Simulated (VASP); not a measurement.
# RuC2 (P6/mmm) in VASP: notebook, part 2 of 2

VASP 6.6.1. Earlier steps stand in the parts before.

## Step 3: Relaxation of cell and atoms, PBE

This run uses another cell than the first one, of 8.78 Å³/atom, 0.594 times its volume.

The input, INCAR:

```
ALGO = Normal ; EDIFF = 1E-6
EDIFFG = -0.04 ; ENCUT = 600
GGA = PE ; IBRION = 2
ISIF = 3 ; ISMEAR = 0
LASPH = True ; LCHARG = False
LREAL = False ; LWAVE = False
NELM = 100 ; NSW = 90
PREC = Accurate ; SIGMA = 0.1
```

The input, KPOINTS:

```
k-points
0
Gamma
  6 6 6
```

The input, POSCAR:

```
RuC2
1.0
    3.0432389411      0.0000000000      0.0000000000
   -1.5216194705      2.6355222328      0.0000000000
    0.0000000000      0.0000000000      3.2858892221
Ru C
1 2
Direct
    0.0000000000      0.0000000000      0.0000000000
    0.3333333333      0.6666666667      0.5000000000
    0.6666666667      0.3333333333      0.5000000000
```

Potentials or basis: VASP PAW PBE potentials, release 64 (Ru_pv, C).

Launch:

```bash
cat potpaw_PBE.64/Ru_pv/POTCAR potpaw_PBE.64/C/POTCAR > POTCAR
mpirun -np 1 vasp_std > vasp.out
```

OUTCAR:

```text
EDIFF = 1E-6
   EDIFFG = -0.04
   ENCUT = 600
   GGA = PE
   IBRION = 2
   ISIF = 3
   ISMEAR = 0
   LASPH = True
   LREAL = False
   NELM = 100
   NSW = 90
   PREC = Accurate

 ion  position               nearest neighbor table
   1  0.000  0.000  0.000-   2 2.41   3 2.41   2 2.41   3 2.41   2 2.41   2 2.41   3 2.41   3 2.41
                             3 2.41   3 2.41   2 2.41   2 2.41
   2  0.333  0.667  0.500-   3 1.76   3 1.76   3 1.76   1 2.41   1 2.41   1 2.41   1 2.41   1 2.41
                             1 2.41
   3  0.667  0.333  0.500-   2 1.76   2 1.76   2 1.76   1 2.41   1 2.41   1 2.41   1 2.41   1 2.41
                             1 2.41

  LATTYP: Found a hexagonal cell.
 ALAT       =     3.0432389411
 C/A-ratio  =     1.0797342193

  Lattice vectors:

 A1 = (   3.0432389411,   0.0000000000,   0.0000000000)
 A2 = (  -1.5216194705,   2.6355222328,   0.0000000000)
 A3 = (   0.0000000000,   0.0000000000,   3.2858892221)

[... 348 lines left out ...]
     11       8.0449      2.00000
     12      11.1032      0.00000
     13      11.1032      0.00000
     14      16.7615      0.00000
[... 451 lines left out ...]
--------------------------------------- Ionic step       22  -------------------------------------------

 number of electron      21.9999980 magnetization

 Free energy of the ion-electron system (eV)
  ---------------------------------------------------
  ext. energy  EPLUGINS =         0.00000000
  ---------------------------------------------------
  free energy    TOTEN  =       -24.67604728 eV

  energy without entropy =      -24.66268400  energy(sigma->0) =      -24.66936564

 E-fermi :   9.9785     XC(G=0): -12.8094

 val. band max:        9.9781164557   @ k =   0.1667   0.1667   0.3333
 cond. band min:       9.9819967223   @ k =   0.5000  -0.0000   0.1667
 fundamental gap:      0.0038802666
 Fermi energy:         9.9784683110

 k-point     1 :       0.0000    0.0000    0.0000
  band No.  band energies     occupation
      1     -32.6559      2.00000
      2     -32.1580      2.00000
      3     -32.1580      2.00000
      4     -10.3089      2.00000
      5       1.0441      2.00000
      6       3.7194      2.00000
      7       5.7797      2.00000
      8       5.7797      2.00000
      9       7.6903      2.00000
     10       7.6903      2.00000
     11       7.9435      2.00000
     12      11.0284      0.00000
     13      11.0284      0.00000
     14      16.6924      0.00000
[... 445 lines left out ...]
  FREE ENERGIE OF THE ION-ELECTRON SYSTEM (eV)
  ---------------------------------------------------
  free  energy   TOTEN  =       -24.6760472827 eV

  energy  without entropy=      -24.6626839996  energy(sigma->0) =      -24.66936564

 reached required accuracy - stopping structural energy minimisation
```

It took 2.3 min on 1 thread of Intel Xeon 6975P-C, shared host; peak memory 0.17 GiB.

Results:

```yaml
Free_energy: -24.6760 eV
Relaxed_volume: 9.57 Å³/atom
Relaxed_cell: a = 2.519 Å, b = 2.519 Å, c = 5.224 Å, α = 90.00°, β = 90.00°, γ = 120.00°
Space_group_after_relaxing_to_0.05_Å: P6/mmm (No. 191)
Energy_gained_by_relaxing: 1215.7 meV/atom
Ionic_steps: 22
Pressure_after_relaxing: 0.4 GPa
Band_gap_on_the_k_mesh: zero (band 11 reaches 10.98 eV, above the bottom of band 12 at 9.35 eV)
```

Step by step:
```
step  energy change (eV)  largest force (eV/Å)  pressure (GPa)  volume (Å³)
   1              0.0000                0.0000          -13.86        26.35
   2             -0.8269                0.0000           16.04        23.44
   3             10.4534                0.0000          608.77        14.87
   4             -0.9801                0.0000           27.99        22.78
   5             -0.6196                0.0000          132.54        19.57
   6             -1.1204                0.0000           53.61        21.69
   7             -1.1163                0.0000           68.39        21.19
   8             -1.2347                0.0000           73.98        21.05
   9             -1.4109                0.0000           95.54        20.58
  10             -1.6866                0.0000           84.23        20.96
  11             -2.3310                0.0000           56.22        22.14
  12             -3.0737                0.0000           17.79        24.55
  13             -3.4110                0.0000          -21.73        29.62
  14             -3.4393                0.0000          -16.35        28.60
  15             -3.5537                0.0000          -11.18        28.57
  16             -3.6339                0.0000           -2.48        28.50
  17             -3.4794                0.0000           19.34        28.24
  18             -3.6446                0.0000            0.81        28.47
  19             -3.6452                0.0000            2.37        28.45
  20             -3.6453                0.0000            1.95        28.45
  21             -3.6465                0.0000            1.28        28.57
  22             -3.6471                0.0000            0.42        28.72
```

Final structure:
```
Ru C
1.0
     2.51941    0.00000    0.00000
    -1.25971    2.18187    0.00000
     0.00000    0.00000    5.22400
Ru C
1 2
Cartesian
  0.0000 0.0000 0.0000
  0.0000 1.4546 2.6120
  1.2597 0.7273 2.6120
```

Caveat: the k points lie up to 0.48 Å⁻¹ apart in the final cell.

## Step 4: Single point, PBE

This run uses another cell than the first one: it holds 6 atoms, not 3.

The input, INCAR:

```
PREC = Accurate
ENCUT = 520
EDIFF = 1E-6
ISMEAR = 0
SIGMA = 0.1
LREAL = F
LASPH = T
NELM = 80
ALGO = Normal
ISIF = 2
LWAVE = F
LCHARG = F
GGA = PE
NBANDS = 31
```

The input, KPOINTS:

```
Automatic mesh
0
Gamma
  12 12 2
```

The input, POSCAR:

```
RuC2
1.0
    2.4892336216      0.0000000000      0.0000000000
   -1.2446168108      2.1557395523      0.0000000000
    0.0000000000      0.0000000000     17.9521827574
Ru C
2 4
Direct
    0.0000000000      0.0000000000      0.0000000000
    0.0000000000      0.0000000000      0.5000000000
    0.3333333333      0.6666666667      0.2500000000
    0.3333333333      0.6666666667      0.7500000000
    0.6666666667      0.3333333333      0.2500000000
    0.6666666667      0.3333333333      0.7500000000
```

Launch:

```bash
cat potpaw_PBE.64/Ru_pv/POTCAR potpaw_PBE.64/C/POTCAR > POTCAR
mpirun -np 1 vasp_std > vasp.out
```

Wall time 2.2 min (1 thread of Intel Xeon 6975P-C, shared host); peak memory 0.28 GiB.

Results (log left out):

| Property | Result |
| --- | --- |
| Free energy | -50.8081 eV |
| Pressure | -0.1 GPa |
| Band gap on the k mesh | zero (band 22 reaches 3.87 eV, above the bottom of band 23 at 2.21 eV) |

Stress tensor (GPa, compression positive):
```
-0.14  0.00  0.00
 0.00 -0.14  0.00
 0.00  0.00 -0.02
```

Levels at points of the mesh, in eV from the Fermi level:
| k point | band 19 | band 20 | band 21 | band 22 | band 23 | band 24 | band 25 | band 26 |
| --- | --- | --- | --- | --- | --- | --- | --- | --- |
| (0.00, 0.00, 0.00) | -2.21 | -2.21 | -2.21 | -2.21 | 0.66 | 0.95 | 1.34 | 1.34 |
| (0.50, 0.00, 0.00) | -0.01 | 0.00 | 0.29 | 0.29 | 2.16 | 2.19 | 3.30 | 3.30 |
| (0.00, 0.00, 0.50) | -2.21 | -2.21 | -2.21 | -2.21 | 0.80 | 0.80 | 1.34 | 1.34 |
| (0.50, 0.00, 0.50) | 0.00 | 0.00 | 0.29 | 0.29 | 2.18 | 2.18 | 3.30 | 3.30 |

## Step 5: Single point, PBE

This run uses another cell than the first one, of 16.06 Å³/atom, 1.086 times its volume.

The input, INCAR:

```
PREC = Accurate
ENCUT = 520
EDIFF = 1E-7
ISMEAR = 0
SIGMA = 0.1
LREAL = False
LASPH = True
NELM = 60
ALGO = Normal
ISIF = 2
LWAVE = False
LCHARG = True
GGA = PE
LELF = True
LVHAR = True
NBANDS = 18
```

The input, KPOINTS:

```
regular mesh
0
Gamma
  24 24 6
```

The input, POSCAR:

```
RuC2
1.0
    2.4892336216      0.0000000000      0.0000000000
   -1.2446168108      2.1557395523      0.0000000000
    0.0000000000      0.0000000000      8.9760913787
Ru C
1 2
Direct
    0.0000000000      0.0000000000      0.0000000000
    0.3333333333      0.6666666667      0.5000000000
    0.6666666667      0.3333333333      0.5000000000
```

Launch:

```bash
cat potpaw_PBE.64/Ru_pv/POTCAR potpaw_PBE.64/C/POTCAR > POTCAR
mpirun -np 1 vasp_std > vasp.out
```

Wall time 3 min (1 thread of Intel Xeon 6975P-C, shared host); peak memory 0.33 GiB.

It converged, with:

- Free energy: -25.4073 eV
- Pressure: 0.2 GPa
- Band gap on the k mesh: zero (band 11 reaches 3.80 eV, above the bottom of band 12 at 2.17 eV)

Stress tensor (GPa, compression positive):
```
 0.30  0.00  0.00
 0.00  0.30  0.00
 0.00  0.00 -0.03
```

Levels at points of the mesh, in eV from the Fermi level:
```
           k point  band 8  band 9  band 10  band 11  band 12  band 13  band 14  band 15
(0.00, 0.00, 0.00)   -2.45   -2.42    -2.16    -2.16     1.01     1.35     1.35     5.62
(0.50, 0.00, 0.00)   -3.97   -1.66     0.02     0.31     2.30     3.34     4.21     7.72
(0.00, 0.00, 0.50)   -2.45   -2.34    -2.16    -2.16     0.73     1.35     1.35     7.05
(0.50, 0.00, 0.50)   -3.97   -1.67     0.01     0.31     2.32     3.34     4.24     7.72
```

## Step 6: Overview

```tsv
task	cell	k mesh	cutoff (eV)	gap on the mesh (eV)	pressure (GPa)
single point	a = 2.488, b = 2.488, c = 8.276 Å, angles 90.0, 90.0, 120.0°, 3 atoms	6 × 6 × 6	520	none	0.2
relaxation of cell and atoms	relaxed from a = 3.043, b = 3.043, c = 3.286 Å, angles 90.0, 90.0, 120.0°, 3 atoms	6 × 6 × 6	600	none	0.4
single point	a = 2.489, b = 2.489, c = 17.952 Å, angles 90.0, 90.0, 120.0°, 6 atoms	12 × 12 × 2	520	none	-0.1
single point	a = 2.489, b = 2.489, c = 8.976 Å, angles 90.0, 90.0, 120.0°, 3 atoms	24 × 24 × 6	520	none	0.2
```

Alike in all rows: level PBE; potentials or basis VASP PAW PBE potentials, release 64 (Ru_pv, C); no spin polarisation; smearing gaussian 0.1 eV.

Caveats: some runs use coarse meshes.

Total energies depend on the potentials used, so only differences within one code and one set of settings carry meaning.
